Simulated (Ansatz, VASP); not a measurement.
## One calculation of Cu, two programs

```
Cu
1.0
     2.51709    0.00000    0.00000
    -1.25854    2.17986    0.00000
     0.00000    0.00000    4.08497
Cu
2
Direct
  0.66667 0.33333 0.75000
  0.33333 0.66667 0.25000
```

Change from the starting cell: volume scaled by 0.98.

Alike in both runs: task single point; functional PBEsol; k mesh 12 × 12 × 7; occupations fermi-dirac, width 0.05 eV; no spin polarisation.

|  | VASP | Ansatz |
| --- | --- | --- |
| version | VASP 6.6.1 | Ansatz 0.2.0 |
| potentials or method | VASP PAW PBE potentials, release 64 (Cu), cutoff 520 eV | all-electron LAPW, scalar-relativistic |

```csv
,VASP,Ansatz,Ansatz less VASP
gap on the k mesh at the Fermi level (eV),none,none,-
pressure (GPa),2.6,1.9,-0.68
"traceless stress, the component that is largest in VASP (GPa)",0.31,0.37,+0.064
```

VASP's potentials were made for PBE, not for PBEsol. A gap of «none» marks a metal or a gap that the smearing closes. Ansatz ran all-electron here, and VASP with PAW potentials.
